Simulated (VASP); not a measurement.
# Si2Mo in VASP: single point with PBEsol

Aim: the single point of Si2Mo with PBEsol.

Program: VASP 6.6.1. These are calculated values, not measurements. Logs are shortened: lines on timing, memory, paths and dates and some standing lists are left out, and cuts for length are marked.

## (1) The cell of the first run

The typed cell holds 3 atoms: a = 4.515 Å, b = 4.515 Å, c = 4.515 Å, α = 138.62°, β = 138.62°, γ = 59.95°.

## (2) Single point, PBEsol (atom 1 moved 0.15 Å, then relaxed in part)

The input, INCAR:

```
SYSTEM = Si2Mo
PREC = Accurate
ENCUT = 520
EDIFF = 1E-6
ISMEAR = 0
SIGMA = 0.15
LREAL = .False.
LASPH = .True.
NELM = 100
ALGO = Normal
ISIF = 2
LWAVE = .False.
LCHARG = .True.
GGA = PS
LELF = .True.
LVHAR = .True.
NBANDS = 18
```

The input, KPOINTS:

```
regular mesh
0
Gamma
  14 14 14
  0 0 0
```

The input, POSCAR:

```
Si2Mo
1.0
   -1.5950350863      1.5950350863      3.9106920024
    1.5950350863     -1.5950350863      3.9106920024
    1.5950350863      1.5950350863     -3.9106920024
Si Mo
2 1
Direct
    0.3350577422      0.3350025489     -0.0001120906
    0.6649319243      0.6649573905      0.0000557095
    0.0000103335      0.0000400607      0.0000563810
```

Potentials or basis: VASP PAW PBE potentials, release 64 (Si, Mo_sv).

Launch:

```sh
$ cat potpaw_PBE.64/Si/POTCAR potpaw_PBE.64/Mo_sv/POTCAR > POTCAR
$ mpirun -np 1 vasp_std > vasp.out
```

OUTCAR:

```text
SYSTEM = Si2Mo
   PREC = Accurate
   ENCUT = 520
   EDIFF = 1E-6
   ISMEAR = 0
   LREAL = .False.
   LASPH = .True.
   NELM = 100
   ISIF = 2
   GGA = PS

 ion  position               nearest neighbor table
   1  0.335  0.335  1.000-   2 2.58   3 2.60   3 2.60   3 2.60   3 2.60   2 2.62   2 2.62   2 2.62
                             2 2.62   3 2.62
   2  0.665  0.665  0.000-   1 2.58   3 2.60   3 2.60   3 2.60   3 2.60   1 2.62   1 2.62   1 2.62
                             1 2.62   3 2.62
   3  0.000  0.000  0.000-   1 2.60   1 2.60   2 2.60   2 2.60   2 2.60   2 2.60   1 2.60   1 2.60
                             2 2.62   1 2.62

  LATTYP: Found a body centered tetragonal cell.
 ALAT       =     3.1900701726
 C/A-ratio  =     2.4517905819

  Lattice vectors:

 A1 = (  -1.5950350863,   1.5950350863,   3.9106920024)
 A2 = (   1.5950350863,  -1.5950350863,   3.9106920024)
 A3 = (   1.5950350863,   1.5950350863,  -3.9106920024)

Analysis of symmetry for initial positions (statically):
=====================================================================
 Subroutine PRICEL returns:
 Original cell was already a primitive cell.

 Routine SETGRP: Setting up the symmetry group for a
 body centered tetragonal supercell.

 Subroutine GETGRP returns: Found  1 space group operations
 (whereof  1 operations were pure point group operations)
 out of a pool of 16 trial point group operations.

The static configuration has the point symmetry C_1 .

Analysis of symmetry for dynamics (positions and initial velocities):
=====================================================================
 Subroutine PRICEL returns:
 Original cell was already a primitive cell.

 Routine SETGRP: Setting up the symmetry group for a
 body centered tetragonal supercell.

 Subroutine GETGRP returns: Found  1 space group operations
 (whereof  1 operations were pure point group operations)
 out of a pool of 16 trial point group operations.

The dynamic configuration has the point symmetry C_1 .

 Subroutine INISYM returns: Found  1 space group operations
 (whereof  1 operations are pure point group operations),
 and found     1 'primitive' translations

----------------------------------------------------------------------------------------

                                     Primitive cell

  volume of cell :      39.7973

  direct lattice vectors                    reciprocal lattice vectors
    -1.595035086  1.595035086  3.910692002     0.000000000  0.313472728  0.127854610
     1.595035086 -1.595035086  3.910692002     0.313472728  0.000000000  0.127854610
     1.595035086  1.595035086 -3.910692002     0.313472728  0.313472728  0.000000000

  length of vectors
     4.514619119  4.514619119  4.514619119     0.338543871  0.338543871  0.443317384

  position of ions in fractional coordinates (direct lattice)
     0.335057742  0.335002549  0.999887909
     0.664931924  0.664957390  0.000055710
     0.000010334  0.000040061  0.000056381

  ion indices of the primitive-cell ions
   primitive index   ion index
                 1           1
                 2           2
                 3           3

----------------------------------------------------------------------------------------

 KPOINTS: regular mesh

Automatic generation of k-mesh.
 Grid dimensions read from file:
 generate k-points for:   14   14   14

 Generating k-lattice:

  Cartesian coordinates                     Fractional coordinates (reciprocal lattice)
     0.000000000  0.022390909  0.009132472     0.071428571  0.000000000  0.000000000
     0.022390909  0.000000000  0.009132472     0.000000000  0.071428571  0.000000000
     0.022390909  0.022390909  0.000000000     0.000000000  0.000000000  0.071428571

  Length of vectors
     0.024181705  0.024181705  0.031665527

  Shift w.r.t. Gamma in fractional coordinates (k-lattice)
     0.000000000  0.000000000  0.000000000

 Subroutine IBZKPT returns following result:
 ===========================================

 Found   1376 irreducible k-points:

 Following reciprocal coordinates:
            Coordinates               Weight
  0.000000  0.000000  0.000000      1.000000
  0.071429  0.000000 -0.000000      2.000000
  0.000000  0.071429 -0.000000      2.000000
  0.000000  0.071429 -0.071429      2.000000
  0.071429  0.000000 -0.071429      2.000000
  0.142857  0.000000 -0.000000      2.000000
[... 16 lines left out ...]
  0.000000  0.428571 -0.000000      2.000000
  0.000000  0.428571 -0.428571      2.000000
 [... further k-points ...]
   k-points           NKPTS =   1376   k-points in BZ     NKDIM =   1376   number of bands    NBANDS=     18
   number of dos      NEDOS =    301   number of ions     NIONS =      3
   total plane-waves  NPLWV =  46656
   dimension x,y,z NGX =    36 NGY =   36 NGZ =   36
   dimension x,y,z NGXF=    72 NGYF=   72 NGZF=   72
   ions per type =               2   1
   NGX,Y,Z   is equivalent  to a cutoff of  13.26, 13.26, 13.26 a.u.
   NGXF,Y,Z  is equivalent  to a cutoff of  26.51, 26.51, 26.51 a.u.
 SYSTEM =  Si2Mo
   PREC   = accura    normal or accurate (medium, high low for compatibility)
   ISTART =      0    job   : 0-new  1-cont  2-samecut
   ICHARG =      2    charge: 1-file 2-atom 10-const
   ISPIN  =      1    spin polarized calculation?
   LNONCOLLINEAR =      F non collinear calculations
   LSORBIT =      F    spin-orbit coupling
   LASPH  =      T    aspherical Exc in radial PAW
   ENCUT  =  520.0 eV  38.22 Ry    6.18 a.u.   8.39  8.39  8.39*2*pi/ulx,y,z
   NELM   =    100;   NELMIN=  2; NELMDL= -5     # of ELM steps
   EDIFF  = 0.1E-05   stopping-criterion for ELM
   LREAL  =      F    real-space projection
   EDIFFG = 0.1E-04   stopping-criterion for IOM
   NSW    =      0    number of steps for IOM
   IBRION =     -1    ionic relax: 0-MD 1-quasi-New 2-CG
   NFREE  =      0    steps in history (QN), initial steepest desc. (CG)
   ISIF   =      2    stress and relaxation
   ISYM   =      2    0-nonsym 1-usesym 2-fastsym
   POTIM  = 0.5000    time-step for ionic-motion
   TEBEG  =    0.0;   TEEND  =   0.0 temperature during run
   PSTRESS=    0.0 pullay stress
   NELECT =      22.0000    total number of electrons
   NUPDOWN=      -1.0000    fix difference up-down
   EMIN   =  10.00;   EMAX   =-10.00  energy-range for DOS
   EFERMI =   0.00;   METHOD = LEGACY
   ISMEAR =     0;   SIGMA  =   0.15  broadening in eV -4-tet -1-fermi 0-gaus
   EFERMI_NEDOS =   21; number of points for ismear=-14 and -15
   IALGO  =     38    algorithm
   IMIX   =      4    mixing-type and parameters
     AMIX     =   0.40;   BMIX     =  1.00
     AMIX_MAG =   1.60;   BMIX_MAG =  1.00
  volume/ion in A,a.u.               =      13.27        89.52
  Fermi-wavevector in a.u.,A,eV,Ry     =   1.343583  2.539003 24.561429  1.805214
  Thomas-Fermi vector in A             =   2.471645
   LORBIT       =      0    0 simple, 1 ext, 2 COOP (PROOUT), +10 PAW based schemes
   GGA     = PS    functional components
   LHFCALC =     F    Hartree Fock is set to
   AEXX    =    0.0000 exact exchange contribution
   IVDW    =     0    specifies the selected vdW correction
   LEPSILON=     F    determine dielectric tensor
   LRPA    =     F    only Hartree local field effects (RPA)
 non-spin polarized calculation
 Gauss-broadening in eV      SIGMA  =   0.15
  energy-cutoff  :      520.00
  volume of cell :       39.80
 maximum number of plane-waves:      1104
 NGX is ok and might be reduce to    36
   NGX = 17   NGY = 17   NGZ = 17

 number of electron      22.0000000 magnetization

 Free energy of the ion-electron system (eV)
  ---------------------------------------------------
  ext. energy  EPLUGINS =         0.00000000
  ---------------------------------------------------
  free energy    TOTEN  =       -25.08039775 eV

  energy without entropy =      -25.07739993  energy(sigma->0) =      -25.07889884

 E-fermi :  12.3404     XC(G=0): -12.5626

 val. band max:       12.2725155382   @ k =  -0.3571  -0.4286   0.3571
 cond. band min:      12.3935081716   @ k =  -0.4286  -0.4286   0.3571
 fundamental gap:      0.1209926334
 Fermi energy:        12.3403947115

 k-point     1 :       0.0000    0.0000    0.0000
  band No.  band energies     occupation
      1     -48.2682      2.00000
      2     -22.4589      2.00000
      3     -22.3747      2.00000
      4     -22.3747      2.00000
      5      -1.1620      2.00000
      6       5.8673      2.00000
[... 10 lines left out ...]
     17      17.5400      0.00000
     18      17.5400      0.00000

 k-point     2 :       0.0714    0.0000   -0.0000
  band No.  band energies     occupation
      1     -48.2672      2.00000
      2     -22.4579      2.00000
      3     -22.3883      2.00000
      4     -22.3734      2.00000
      5      -1.0679      2.00000
      6       5.8765      2.00000
[... 10 lines left out ...]
     17      17.6037      0.00000
     18      18.1078      0.00000

 k-point     3 :       0.0000    0.0714   -0.0000
  band No.  band energies     occupation
      1     -48.2672      2.00000
      2     -22.4579      2.00000
      3     -22.3883      2.00000
      4     -22.3734      2.00000
      5      -1.0679      2.00000
      6       5.8765      2.00000
[... 10 lines left out ...]
     17      17.6037      0.00000
     18      18.1080      0.00000

 k-point     4 :       0.0000    0.0714   -0.0714
  band No.  band energies     occupation
      1     -48.2672      2.00000
      2     -22.4579      2.00000
      3     -22.3883      2.00000
      4     -22.3734      2.00000
      5      -1.0679      2.00000
      6       5.8765      2.00000
[... 10 lines left out ...]
     17      17.6037      0.00000
     18      18.1077      0.00000

 k-point     5 :       0.0714    0.0000   -0.0714
  band No.  band energies     occupation
      1     -48.2672      2.00000
      2     -22.4579      2.00000
      3     -22.3883      2.00000
      4     -22.3734      2.00000
      5      -1.0679      2.00000
      6       5.8765      2.00000
[... 10 lines left out ...]
     17      17.6038      0.00000
     18      18.1076      0.00000

 k-point     6 :       0.1429    0.0000   -0.0000
  band No.  band energies     occupation
      1     -48.2645      2.00000
      2     -22.4551      2.00000
      3     -22.4264      2.00000
      4     -22.3699      2.00000
      5      -0.7893      2.00000
      6       5.8722      2.00000
[... 10 lines left out ...]
     17      18.0015      0.00000
     18      19.2675      0.00000

 k-point     7 :       0.0000    0.1429   -0.0000
  band No.  band energies     occupation
      1     -48.2645      2.00000
      2     -22.4551      2.00000
      3     -22.4264      2.00000
      4     -22.3699      2.00000
      5      -0.7893      2.00000
      6       5.8721      2.00000
[... 10 lines left out ...]
     17      18.0014      0.00000
     18      19.2677      0.00000

 k-point     8 :       0.0000    0.1429   -0.1429
  band No.  band energies     occupation
      1     -48.2645      2.00000
      2     -22.4551      2.00000
      3     -22.4264      2.00000
      4     -22.3699      2.00000
      5      -0.7893      2.00000
      6       5.8723      2.00000
[... 10 lines left out ...]
     17      18.0016      0.00000
     18      19.2673      0.00000
[... 229 lines left out ...]
     17      19.2815      0.00000
     18      21.2182      0.00000

 k-point    20 :       0.0000    0.3571   -0.3571
  band No.  band energies     occupation
      1     -48.2522      2.00000
      2     -22.5949      2.00000
      3     -22.4419      2.00000
      4     -22.3539      2.00000
      5       1.0122      2.00000
      6       4.5381      2.00000
[... 10 lines left out ...]
     17      19.2823      0.00000
     18      21.2178      0.00000

 k-point    21 :       0.3571    0.0000   -0.3571
  band No.  band energies     occupation
      1     -48.2522      2.00000
      2     -22.5949      2.00000
      3     -22.4419      2.00000
      4     -22.3539      2.00000
      5       1.0123      2.00000
      6       4.5383      2.00000
[... 10 lines left out ...]
     17      19.2827      0.00000
     18      21.2175      0.00000

 k-point    22 :       0.4286    0.0000   -0.0000
  band No.  band energies     occupation
      1     -48.2495      2.00000
      2     -22.6317      2.00000
      3     -22.4390      2.00000
      4     -22.3503      2.00000
      5       1.8540      2.00000
      6       3.6742      2.00000
[... 10 lines left out ...]
     17      18.9204      0.00000
     18      20.0462      0.00000

 k-point    23 :       0.0000    0.4286   -0.0000
  band No.  band energies     occupation
      1     -48.2495      2.00000
      2     -22.6317      2.00000
      3     -22.4390      2.00000
      4     -22.3503      2.00000
      5       1.8539      2.00000
      6       3.6741      2.00000
[... 10 lines left out ...]
     17      18.9199      0.00000
     18      20.0461      0.00000

 k-point    24 :       0.0000    0.4286   -0.4286
  band No.  band energies     occupation
      1     -48.2495      2.00000
      2     -22.6317      2.00000
      3     -22.4390      2.00000
      4     -22.3503      2.00000
      5       1.8541      2.00000
      6       3.6743      2.00000
[... 10 lines left out ...]
     17      18.9211      0.00000
     18      20.0462      0.00000

 [... further k-points ...]
[... 5 lines left out ...]
  --------------------------------------------------------------------------------------
  -------------------------------------------------------------------------------------
  Total        0.1000683      0.1000694      0.0916794      0.0000023     -0.0002249     -0.0006400
  in kB        4.0285880      4.0286318      3.6908664      0.0000932     -0.0090557     -0.0257661
  external PRESSURE =       3.9160287 kB  Pullay stress =       0.0000000 kB

 VOLUME and BASIS-vectors are now :
 -----------------------------------------------------------------------------
  energy-cutoff  :      520.00
  volume of cell :       39.80
      direct lattice vectors                 reciprocal lattice vectors
    -1.595035086  1.595035086  3.910692002     0.000000000  0.313472728  0.127854610
     1.595035086 -1.595035086  3.910692002     0.313472728  0.000000000  0.127854610
     1.595035086  1.595035086 -3.910692002     0.313472728  0.313472728  0.000000000

 POSITION                                       TOTAL-FORCE (eV/Angst)
 -----------------------------------------------------------------------------------
      1.59477      1.59494     -1.28985         0.003326      0.001123     -0.007057
      0.00013      0.00005      5.20057        -0.001233     -0.000476      0.006588
      0.00014      0.00004     -0.00002        -0.002093     -0.000648      0.000469
 -----------------------------------------------------------------------------------
    total drift:                               -0.000000     -0.000000     -0.000000

  FREE ENERGIE OF THE ION-ELECTRON SYSTEM (eV)
  ---------------------------------------------------
  free  energy   TOTEN  =       -25.0803977513 eV

  energy  without entropy=      -25.0773999279  energy(sigma->0) =      -25.07889884
```

Run time: 10 min. Hardware: 1 thread of Intel Xeon 6975P-C (Granite Rapids), shared host; peak memory 0.96 GiB.

What came out:

| Quantity | Value |
| --- | --- |
| Free energy | -25.0804 eV |
| Pressure | 0.4 GPa |
| Largest force | 0.008 eV/Å |
| Band gap on the k mesh | zero (band 11 reaches 12.83 eV, above the bottom of band 12 at 11.88 eV) |

Forces on the atoms (eV/Å):
```
Si   0.003  0.001 -0.007
Si  -0.001  0.000  0.007
Mo  -0.002 -0.001  0.000
```

Caveat: the cell differs from its parent crystal (atom 1 moved 0.15 Å, then relaxed in part); the PAW data sets were made with another functional, which shifts forces and pressure a little.
